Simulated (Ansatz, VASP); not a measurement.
**Two plane-wave programs on Al5As**

```
Al As
1.0
     7.39223    0.00000    0.00000
     0.00000    7.39223    0.00000
     0.00000    0.00000    2.81639
Al As
5 1
Direct
  0.16998 0.50000 0.00000
  0.83002 0.50000 0.00000
  0.50000 0.16998 0.00000
  0.50000 0.83002 0.00000
  0.00000 0.00000 0.50000
  0.50000 0.50000 0.00000
```

Alike in both runs: functional PBE; k mesh 4 × 4 × 4; occupations gaussian, width 0.1 eV; no spin polarisation.

Ansatz relaxed the structure, and its values are those at the end. VASP's run is a single point on that final structure, the one shown.

```csv
,VASP,Ansatz
version,VASP 6.6.1,Ansatz 0.2.0
potentials or method,"VASP PAW PBE potentials, release 64 (Al, As), cutoff 520 eV","scalar-relativistic, plane waves, PAW"
valence electrons in the cell,20,30
```

Ansatz gave:

- gap on the k mesh at the Fermi level (eV): none
- pressure (GPa): 0.2
- rms of the force components (eV/Å): 0.004

Q: What did VASP give for the same quantities?

A: gap on the k mesh at the Fermi level (eV): none; pressure (GPa): 0.3; rms of the force components (eV/Å): 0.011.

A gap of «none» marks a metal or a gap that the smearing closes. VASP's potentials hold 20 valence electrons a cell and Ansatz's 30, so a difference there can come from the potentials and not from the codes.

The k mesh is coarse, so the values compare programs but aren't converged.
